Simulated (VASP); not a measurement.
# BN (R3m) in VASP: single point with LDA

Aim: the single point of BN with LDA.

All numbers are computed with VASP 6.6.1; they aren't measurements. Logs are shortened: lines on timing, memory, paths and dates and some standing lists are left out, and cuts for length are marked.

## (1) The cell of the first run

It takes space group R3m (No. 160, trigonal). The conventional cell has a = 2.502 Å, b = 2.502 Å, c = 10.119 Å, α = 90.00°, β = 90.00°, γ = 120.00°. Within 1.9 Å of B (site symmetry 3m) lie 3 N at 1.44 Å. Within 1.9 Å of N (site symmetry 3m) lie 3 B at 1.44 Å.

## (2) Single point, LDA

INCAR reads:

```
ALGO     = Normal         # electronic algorithm
EDIFF    = 1E-6           # SCF threshold, eV
ENCUT    = 600            # plane-wave cutoff, eV
GGA_COMPAT= F            
ISIF     = 2              # what is computed and relaxed
ISMEAR   = 0              # smearing method
LASPH    = T              # aspherical terms in the spheres
LCHARG   = T              # write CHGCAR
LELF     = T              # ELF
LREAL    = F              # projectors in reciprocal space
LVHAR    = T            
LWAVE    = F              # write WAVECAR
NBANDS   = 11             # bands
NELM     = 120            # most SCF steps
PREC     = Accurate       # precision mode
SIGMA    = 0.01           # smearing width, eV
```

KPOINTS reads:

```
k-points
0
Gamma
  5 5 5
```

POSCAR reads:

```
BN
1.0
    3.6693000000      0.0000000000      0.0000000000
    2.8161093866      2.3522947121      0.0000000000
    2.8161093866      1.0214188225      2.1189605946
B N
1 1
Direct
    0.9996712000      0.9996712000      0.9996712000
    0.3327618000      0.3327618000      0.3327618000
```

Potentials or basis: VASP PAW LDA potentials, release 64 (B, N).

On the command line:

```bash
$ cat potpaw_LDA.64/B/POTCAR potpaw_LDA.64/N/POTCAR > POTCAR
$ mpirun -np 1 vasp_std > vasp.out
```

OUTCAR:

```text
EDIFF = 1E-6
   ENCUT = 600
   ISIF = 2
   ISMEAR = 0
   LASPH = T
   LREAL = F
   NELM = 120
   PREC = Accurate

 ion  position               nearest neighbor table
   1  1.000  1.000  1.000-   2 1.44   2 1.44   2 1.44
   2  0.333  0.333  0.333-   1 1.44   1 1.44   1 1.44

  LATTYP: Found a trigonal (rhomboedric) cell.
 ALAT       =     3.6693000000
 COS(alpha) =     0.7674786435

  Lattice vectors:

 A1 = (   3.6693000000,   0.0000000000,   0.0000000000)
 A2 = (   2.8161093866,   2.3522947121,   0.0000000000)
 A3 = (   2.8161093866,   1.0214188225,   2.1189605946)

Analysis of symmetry for initial positions (statically):
=====================================================================
 Subroutine PRICEL returns:
 Original cell was already a primitive cell.

 Routine SETGRP: Setting up the symmetry group for a
 trigonal (rhombohedral) supercell.

 Subroutine GETGRP returns: Found  6 space group operations
 (whereof  6 operations were pure point group operations)
 out of a pool of 12 trial point group operations.

The static configuration has the point symmetry C_3v.

Analysis of symmetry for dynamics (positions and initial velocities):
=====================================================================
 Subroutine PRICEL returns:
 Original cell was already a primitive cell.

 Routine SETGRP: Setting up the symmetry group for a
 trigonal (rhombohedral) supercell.

 Subroutine GETGRP returns: Found  6 space group operations
 (whereof  6 operations were pure point group operations)
 out of a pool of 12 trial point group operations.

The dynamic configuration has the point symmetry C_3v.

 Subroutine INISYM returns: Found  6 space group operations
 (whereof  6 operations are pure point group operations),
 and found     1 'primitive' translations

----------------------------------------------------------------------------------------

                                     Primitive cell

  volume of cell :      18.2893

  direct lattice vectors                    reciprocal lattice vectors
     3.669300000  0.000000000  0.000000000     0.272531546 -0.326268065 -0.204922311
     2.816109387  2.352294712  0.000000000     0.000000000  0.425116800 -0.204922311
     2.816109387  1.021418823  2.118960595     0.000000000  0.000000000  0.471929493

  length of vectors
     3.669300000  3.669300000  3.669300000     0.471929493  0.471929493  0.471929493

  position of ions in fractional coordinates (direct lattice)
     0.999671200  0.999671200  0.999671200
     0.332761800  0.332761800  0.332761800

  ion indices of the primitive-cell ions
   primitive index   ion index
                 1           1
                 2           2

----------------------------------------------------------------------------------------

 KPOINTS: k-points

Automatic generation of k-mesh.
 Grid dimensions read from file:
 generate k-points for:    5    5    5

 Generating k-lattice:

  Cartesian coordinates                     Fractional coordinates (reciprocal lattice)
     0.054506309 -0.065253613 -0.040984462     0.200000000 -0.000000000 -0.000000000
     0.000000000  0.085023360 -0.040984462     0.000000000  0.200000000  0.000000000
     0.000000000  0.000000000  0.094385899     0.000000000  0.000000000  0.200000000

  Length of vectors
     0.094385899  0.094385899  0.094385899

  Shift w.r.t. Gamma in fractional coordinates (k-lattice)
     0.000000000  0.000000000  0.000000000

 Subroutine IBZKPT returns following result:
 ===========================================

 Found     19 irreducible k-points:

 Following reciprocal coordinates:
            Coordinates               Weight
  0.000000  0.000000  0.000000      1.000000
  0.200000  0.000000 -0.000000      6.000000
  0.400000  0.000000  0.000000      6.000000
  0.200000  0.200000 -0.000000      6.000000
  0.400000  0.200000 -0.000000     12.000000
 -0.400000  0.200000  0.000000     12.000000
[... 11 lines left out ...]
  0.400000  0.400000  0.400000      2.000000
 -0.400000  0.400000  0.400000      6.000000
   k-points           NKPTS =     19   k-points in BZ     NKDIM =     19   number of bands    NBANDS=     11
   number of dos      NEDOS =    301   number of ions     NIONS =      2
   total plane-waves  NPLWV =  27000
   dimension x,y,z NGX =    30 NGY =   30 NGZ =   30
   dimension x,y,z NGXF=    60 NGYF=   60 NGZF=   60
   ions per type =               1   1
   NGX,Y,Z   is equivalent  to a cutoff of  13.59, 13.59, 13.59 a.u.
   NGXF,Y,Z  is equivalent  to a cutoff of  27.18, 27.18, 27.18 a.u.
 SYSTEM =  unknown system
   PREC   = accura    normal or accurate (medium, high low for compatibility)
   ISTART =      0    job   : 0-new  1-cont  2-samecut
   ICHARG =      2    charge: 1-file 2-atom 10-const
   ISPIN  =      1    spin polarized calculation?
   LNONCOLLINEAR =      F non collinear calculations
   LSORBIT =      F    spin-orbit coupling
   LASPH  =      T    aspherical Exc in radial PAW
   ENCUT  =  600.0 eV  44.10 Ry    6.64 a.u.   7.33  7.33  7.33*2*pi/ulx,y,z
   NELM   =    120;   NELMIN=  2; NELMDL= -5     # of ELM steps
   EDIFF  = 0.1E-05   stopping-criterion for ELM
   LREAL  =      F    real-space projection
   EDIFFG = 0.1E-04   stopping-criterion for IOM
   NSW    =      0    number of steps for IOM
   IBRION =     -1    ionic relax: 0-MD 1-quasi-New 2-CG
   NFREE  =      0    steps in history (QN), initial steepest desc. (CG)
   ISIF   =      2    stress and relaxation
   ISYM   =      2    0-nonsym 1-usesym 2-fastsym
   POTIM  = 0.5000    time-step for ionic-motion
   TEBEG  =    0.0;   TEEND  =   0.0 temperature during run
   PSTRESS=    0.0 pullay stress
   NELECT =       8.0000    total number of electrons
   NUPDOWN=      -1.0000    fix difference up-down
   EMIN   =  10.00;   EMAX   =-10.00  energy-range for DOS
   EFERMI =   0.00;   METHOD = LEGACY
   ISMEAR =     0;   SIGMA  =   0.01  broadening in eV -4-tet -1-fermi 0-gaus
   EFERMI_NEDOS =   21; number of points for ismear=-14 and -15
   IALGO  =     38    algorithm
   IMIX   =      4    mixing-type and parameters
     AMIX     =   0.40;   BMIX     =  1.00
     AMIX_MAG =   1.60;   BMIX_MAG =  1.00
  volume/ion in A,a.u.               =       9.14        61.71
  Fermi-wavevector in a.u.,A,eV,Ry     =   1.242717  2.348394 21.012094  1.544345
  Thomas-Fermi vector in A             =   2.377059
   LORBIT       =      0    0 simple, 1 ext, 2 COOP (PROOUT), +10 PAW based schemes
   GGA     = CA    functional components
   LHFCALC =     F    Hartree Fock is set to
   AEXX    =    0.0000 exact exchange contribution
   IVDW    =     0    specifies the selected vdW correction
   LEPSILON=     F    determine dielectric tensor
   LRPA    =     F    only Hartree local field effects (RPA)
 non-spin polarized calculation
 Gauss-broadening in eV      SIGMA  =   0.01
  energy-cutoff  :      600.00
  volume of cell :       18.29
 maximum number of plane-waves:       621
 NGX is ok and might be reduce to    30
   NGX = 15   NGY = 15   NGZ = 15

 number of electron       8.0000000 magnetization

 Free energy of the ion-electron system (eV)
  ---------------------------------------------------
  ext. energy  EPLUGINS =         0.00000000
  ---------------------------------------------------
  free energy    TOTEN  =       -19.28139701 eV

  energy without entropy =      -19.28139701  energy(sigma->0) =      -19.28139701

 E-fermi :   1.8655     XC(G=0): -10.4309

 val. band max:        1.7868840788   @ k =  -0.4000   0.2000   0.0000
 cond. band min:       6.3572019588   @ k =  -0.4000   0.4000   0.0000
 fundamental gap:      4.5703178799
 Fermi energy:         1.8655436824

 k-point     1 :       0.0000    0.0000    0.0000
  band No.  band energies     occupation
      1     -15.5595      2.00000
      2      -2.2000      2.00000
      3       0.7099      2.00000
      4       0.7099      2.00000
      5       6.8460      0.00000
      6      13.5673      0.00000
      7      13.5673      0.00000
      8      14.9787      0.00000
      9      16.8110      0.00000
     10      27.6473      0.00000
     11      29.4373      0.00000

 k-point     2 :       0.2000    0.0000   -0.0000
  band No.  band energies     occupation
      1     -14.7818      2.00000
      2      -1.9522      2.00000
      3      -1.3461      2.00000
      4      -0.4686      2.00000
      5       8.2541      0.00000
      6      12.6027      0.00000
      7      13.3483      0.00000
      8      16.6105      0.00000
      9      18.6860      0.00000
     10      23.8777      0.00000
     11      26.6248      0.00000

 k-point     3 :       0.4000    0.0000    0.0000
  band No.  band energies     occupation
      1     -12.8740      2.00000
      2      -6.0353      2.00000
      3      -1.8753      2.00000
      4       0.7794      2.00000
      5       8.0604      0.00000
      6      11.4326      0.00000
      7      13.7592      0.00000
      8      18.0429      0.00000
      9      21.8681      0.00000
     10      22.4113      0.00000
     11      23.9346      0.00000

 k-point     4 :       0.2000    0.2000   -0.0000
  band No.  band energies     occupation
      1     -14.7521      2.00000
      2      -1.9496      2.00000
      3      -1.5935      2.00000
      4      -0.4921      2.00000
      5       8.7190      0.00000
      6      12.4653      0.00000
      7      13.3977      0.00000
      8      16.5910      0.00000
      9      18.7594      0.00000
     10      23.4601      0.00000
     11      28.2969      0.00000

 k-point     5 :       0.4000    0.2000   -0.0000
  band No.  band energies     occupation
      1     -13.3444      2.00000
      2      -4.4274      2.00000
      3      -2.6770      2.00000
      4      -0.1799      2.00000
      5       8.9820      0.00000
      6      12.1785      0.00000
      7      14.9421      0.00000
      8      17.2729      0.00000
      9      19.0804      0.00000
     10      22.3585      0.00000
     11      25.2815      0.00000
[... 141 lines left out ...]
 k-point    16 :      -0.2000    0.4000    0.2000
  band No.  band energies     occupation
      1     -11.9493      2.00000
      2      -6.3753      2.00000
      3      -3.8761      2.00000
      4       1.4992      2.00000
      5       6.6684      0.00000
      6      13.9304      0.00000
      7      15.1854      0.00000
      8      17.0894      0.00000
      9      21.0780      0.00000
     10      22.4903      0.00000
     11      24.2323      0.00000

 k-point    17 :      -0.4000   -0.4000    0.2000
  band No.  band energies     occupation
      1     -12.7431      2.00000
      2      -5.9667      2.00000
      3      -1.9214      2.00000
      4      -0.3124      2.00000
      5       7.6043      0.00000
      6      12.0888      0.00000
      7      16.3230      0.00000
      8      18.5783      0.00000
      9      22.1859      0.00000
     10      22.2444      0.00000
     11      26.7790      0.00000

 k-point    18 :       0.4000    0.4000    0.4000
  band No.  band energies     occupation
      1     -15.3098      2.00000
      2      -4.0805      2.00000
      3       0.6941      2.00000
      4       0.6941      2.00000
      5      11.2455      0.00000
      6      13.5026      0.00000
      7      13.5026      0.00000
      8      14.4894      0.00000
      9      17.7477      0.00000
     10      24.1977      0.00000
     11      27.2808      0.00000

 k-point    19 :      -0.4000    0.4000    0.4000
  band No.  band energies     occupation
      1     -14.5435      2.00000
      2      -3.1525      2.00000
      3      -1.9333      2.00000
      4      -0.4942      2.00000
      5      11.1393      0.00000
      6      12.8532      0.00000
      7      16.2414      0.00000
      8      16.5401      0.00000
      9      16.9621      0.00000
     10      24.3575      0.00000
     11      26.9165      0.00000

------------------------ aborting loop because EDIFF is reached ----------------------------------------

  FORCE on cell =-STRESS in cart. coord.  units (eV):
  Direction    XX          YY          ZZ          XY          YZ          ZX
  --------------------------------------------------------------------------------------
  -------------------------------------------------------------------------------------
  Total       -0.2136214     -0.5509337     -0.5818740      0.1408784      0.0320932      0.0884829
  in kB      -18.7136038    -48.2627568    -50.9731808     12.3411961      2.8114235      7.7512533
  external PRESSURE =     -39.3165138 kB  Pullay stress =       0.0000000 kB

 VOLUME and BASIS-vectors are now :
 -----------------------------------------------------------------------------
  energy-cutoff  :      600.00
  volume of cell :       18.29
      direct lattice vectors                 reciprocal lattice vectors
     3.669300000  0.000000000  0.000000000     0.272531546 -0.326268065 -0.204922311
     2.816109387  2.352294712  0.000000000     0.000000000  0.425116800 -0.204922311
     2.816109387  1.021418823  2.118960595     0.000000000  0.000000000  0.471929493

 POSITION                                       TOTAL-FORCE (eV/Angst)
 -----------------------------------------------------------------------------------
      9.29846      3.37260      2.11826        -0.000803     -0.000291     -0.000183
      3.09519      1.12264      0.70511         0.000803      0.000291      0.000183
 -----------------------------------------------------------------------------------
    total drift:                                0.000078      0.000028      0.000018

  FREE ENERGIE OF THE ION-ELECTRON SYSTEM (eV)
  ---------------------------------------------------
  free  energy   TOTEN  =       -19.2813970146 eV

  energy  without entropy=      -19.2813970146  energy(sigma->0) =      -19.28139701
```

It took 4.9 s on 1 thread of AMD EPYC 9R45 (Zen 5), shared host; peak memory 0.11 GiB.

What came out:

- Free energy: -19.2814 eV
- Pressure: -3.9 GPa
- Band gap on the k mesh: 4.57 eV, indirect (least direct gap 4.98 eV)

Levels at points of the mesh, in eV from the valence-band top:
```tsv
k point	band 1	band 2	band 3	band 4	band 5	band 6	band 7	band 8
(0.00, 0.00, 0.00)	-17.35	-3.99	-1.08	-1.08	5.06	11.78	11.78	13.19
```

Caveat: the k points lie up to 0.59 Å⁻¹ apart.
